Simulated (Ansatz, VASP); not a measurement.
## One calculation of Fe3Ge, two programs

Contents of INCAR:

```
  ALGO = Fast
  EDIFF = 1E-6
  ENCUT = 520
  GGA = PS
  ISIF = 2
  ISMEAR = 0
  ISPIN = 2
  LASPH = True
  LCHARG = True
  LELF = True
  LMAXMIX = 4
  LORBIT = 11
  LREAL = False
  LVHAR = True
  LWAVE = False
  MAGMOM = 5 5 5 0
  NBANDS = 31
  NELM = 150
  PREC = Accurate
  SIGMA = 0.1
```

File KPOINTS:

```
k-points
0
Gamma
  12 12 12
```

File POSCAR:

```
Fe3Ge
1.0
    3.6605005200      0.0000000000      0.0000000000
    0.0000000000      3.6605005200      0.0000000000
    0.0000000000      0.0000000000      3.6605005200
Fe Ge
3 1
Direct
    0.0000000000      0.5000000000      0.5000000000
    0.5000000000      0.5000000000      0.0000000000
    0.5000000000      0.0000000000      0.5000000000
    0.0000000000      0.0000000000      0.0000000000
```

Input for Ansatz:

```yaml
crystal:
  lattice:
    - [3.66050052, 0.0, 0.0]
    - [0.0, 3.66050052, 0.0]
    - [0.0, 0.0, 3.66050052]
  atoms:
    - { symbol: Fe, position: [0.0, 0.5, 0.5], spin: 5.0 }
    - { symbol: Fe, position: [0.5, 0.5, 0.0], spin: 5.0 }
    - { symbol: Fe, position: [0.5, 0.0, 0.5], spin: 5.0 }
    - { symbol: Ge, position: [0.0, 0.0, 0.0] }
basis:
  ecutwfc: 420
kpoints:
  mp_grid: { grid: [12, 12, 12] }
hamiltonian:
  xc: pbesol
scf:
  occupations: { method: gaussian, width: 0.1 }
  lower_state_search: "off"
output:
  forces: true
  stress: true
  eigenvalues: true
  populations: true
  write_density: true
  write_potential: true
  elf: true
  volumetric_format: npy
magnetization:
  spin_polarized: true
```

Alike in both runs: task single point; functional PBEsol; k mesh 12 × 12 × 12; occupations gaussian, width 0.1 eV; collinear spin.

|  | VASP | Ansatz |
| --- | --- | --- |
| version | VASP 6.6.1 | Ansatz 0.2.0 |
| potentials or method | VASP PAW PBE potentials, release 64 (Fe, Ge_d), cutoff 520 eV | scalar-relativistic, plane waves, PAW |
| valence electrons in the cell | 38 | 62 |

|  | VASP | Ansatz | Ansatz less VASP |
| --- | --- | --- | --- |
| gap on the k mesh at the Fermi level (eV) | none | none | - |
| pressure (GPa) | -11.2 | -11.4 | -0.23 |
| net moment per atom (μB) | 1.61 | 1.61 | -0.001 |
| size of the moment on the site where the two differ most (μB) | 0.14 | 0.12 | -0.022 |

VASP's potentials were made for PBE, not for PBEsol. Site moments also hang on the region over which each program counts them. A gap of «none» marks a metal or a gap that the smearing closes. With one functional, cell and mesh, what is left measures potentials, basis and numerics. VASP's potentials hold 38 valence electrons a cell and Ansatz's 62, so a difference there can come from the potentials and not from the codes.
